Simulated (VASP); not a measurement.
A run of VASP 6.6.1:

The input INCAR:

```
PREC     = Accurate       # precision mode
ENCUT    = 520            # plane-wave cutoff, eV
EDIFF    = 1E-7           # SCF threshold, eV
ISMEAR   = 0              # smearing method
SIGMA    = 0.01           # smearing width, eV
LREAL    = False          # projectors in reciprocal space
LASPH    = True           # aspherical terms in the spheres
NELM     = 60             # most SCF steps
ALGO     = Normal         # electronic algorithm
ISIF     = 2              # what is computed and relaxed
LWAVE    = False          # write WAVECAR
LCHARG   = False          # write CHGCAR
GGA      = PE             # functional
IVDW     = 13             # dispersion correction
NBANDS   = 18             # bands
```

KPOINTS

```
regular mesh
0
Gamma
  6 6 6
```

File POSCAR:

```
HfO2
1.0
    0.0000000000      2.5575000000      2.5575000000
    2.5575000000      0.0000000000      2.5575000000
    2.5575000000      2.5575000000      0.0000000000
Hf O
1 2
Direct
    0.0000000000      0.0000000000      0.0000000000
    0.2500000000      0.2500000000      0.2500000000
    0.7500000000      0.7500000000      0.7500000000
```

Potentials or basis: VASP PAW PBE potentials, release 64 (Hf_pv, O).

Launch:

```console
$ cat potpaw_PBE.64/Hf_pv/POTCAR potpaw_PBE.64/O/POTCAR > POTCAR
$ mpirun -np 1 vasp_std > vasp.out
```

Hardware: 1 thread of Intel Xeon 6975P-C (shared host).

Problem. Estimate the wall time of this run.

Solution. Wall time 10 s on 1 thread of Intel Xeon 6975P-C (shared host), peak memory 0.16 GiB. Counts: scf iterations 15, k points 16.
